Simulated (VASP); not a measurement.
A run of VASP 6.6.1 is set up as follows.

INCAR

```
ALGO = Normal
EDIFF = 1E-7
ENCUT = 520
GGA = PE
ISIF = 2
ISMEAR = -1
LASPH = T
LCHARG = F
LREAL = F
LWAVE = F
NBANDS = 18
NELM = 60
PREC = Accurate
SIGMA = 0.1
```

KPOINTS

```
k-points
0
Gamma
  17 17 17
```

The input POSCAR:

```
Ta
1.0
   -2.3068004310      2.3068004310      1.2576977249
    2.3068004310     -2.3068004310      1.2576977249
    2.3068004310      2.3068004310     -1.2576977249
Ta
2
Direct
   -0.3750000000     -0.1250000000     -0.2500000000
    0.3750000000      0.1250000000      0.2500000000
```

Potentials or basis: VASP PAW PBE potentials, release 64 (Ta_pv).

The run is started by

```sh
$ cat potpaw_PBE.64/Ta_pv/POTCAR > POTCAR
$ mpirun -np 1 vasp_std > vasp.out
```

Problem. What does it give for the band gap on the k mesh?

Solution. Zero (bands 11 and 12 overlap by 2.00 eV).

Problem. What does it give for the pressure?

Solution. 129.8 GPa.

Stress tensor (GPa, compression positive):
```
130.01   0.00   0.00
  0.00 130.01   0.00
  0.00   0.00 129.51
```

Caveat: the cell stands under pressure; spin-orbit coupling is left out, which moves the levels of the heavy elements.
